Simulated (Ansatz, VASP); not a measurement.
## Ga4SbAs3: VASP beside Ansatz

```xyz
8
Lattice="5.7874 0.0000 0.0000 0.0000 5.7874 0.0000 0.0000 0.0000 5.7874" Properties=species:S:1:pos:R:3 pbc="T T T"
As    2.8937    0.0000    0.0000
As    0.0000    2.8937    0.0000
As    0.0000    0.0000    2.8937
Ga    1.3992    4.3882    4.3882
Ga    4.3882    1.3992    4.3882
Ga    4.3882    4.3882    1.3992
Ga    1.3992    1.3992    1.3992
Sb    2.8937    2.8937    2.8937
```

Alike in both runs: task single point; functional PBE; k mesh 4 × 4 × 4; occupations fermi-dirac, width 0.02 eV; no spin polarisation.

|  | VASP | Ansatz |
| --- | --- | --- |
| version | VASP 6.6.1 | Ansatz 0.2.0 |
| potentials or method | VASP PAW PBE potentials, release 64 (As, Ga_d, Sb) | plane waves, PAW |
| plane-wave cutoff (eV) | 520 | 420 |
| valence electrons in the cell | 72 | 112 |

Ansatz gave:

| Quantity | Value |
| --- | --- |
| pressure (GPa) | 2.5 |
| rms of the force components (eV/Å) | 0.013 |

**Question.** What did VASP give for the same quantities?

**Answer.** Pressure (GPa): 2.7; rms of the force components (eV/Å): 0.012.

The functional is the same, so the differences come from potentials, cutoffs and numerics. VASP's potentials hold 72 valence electrons a cell and Ansatz's 112, so a difference there can come from the potentials and not from the codes.

Spin-orbit coupling is off throughout.
